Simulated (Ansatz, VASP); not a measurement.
NaF in VASP and in Ansatz

```
CELL_PARAMETERS angstrom
0.00000 2.26522 2.32330
2.26522 0.00000 2.32330
2.26522 2.26522 0.00000
ATOMIC_POSITIONS crystal
Na 0.00000 0.00000 0.00000
F 0.50000 0.50000 0.50000
```

Change from the starting cell: strain -0.025 along x and y, +0.000 along z, atoms carried along.

Alike in both runs: task single point; functional LDA; k mesh 8 × 8 × 8; occupations gaussian, width 0.05 eV; no spin polarisation.

|  | VASP | Ansatz |
| --- | --- | --- |
| version | VASP 6.6.1 | Ansatz 0.2.0 |
| potentials or method | VASP PAW LDA potentials, release 64 (Na_pv, F), cutoff 520 eV | scalar-relativistic, plane waves, PAW |
| valence electrons in the cell | 14 | 16 |

VASP gave:

| Item | Value |
| --- | --- |
| gap on the k mesh at the Fermi level (eV) | 6.18 |
| least direct gap on the mesh (eV) | 6.18 |
| pressure (GPa) | -2.4 |
| traceless stress, the component that is largest in VASP (GPa) | -1.41 |

Question: Estimate Ansatz's values.

Answer: gap on the k mesh at the Fermi level (eV): 6.20; least direct gap on the mesh (eV): 6.20; pressure (GPa): -2.3; traceless stress, the component that is largest in VASP (GPa): -1.36.

LDA's correlation is that of Perdew and Zunger in VASP and of Perdew and Wang (1992) in Ansatz. VASP's potentials hold 14 valence electrons a cell and Ansatz's 16, so a difference there can come from the potentials and not from the codes.
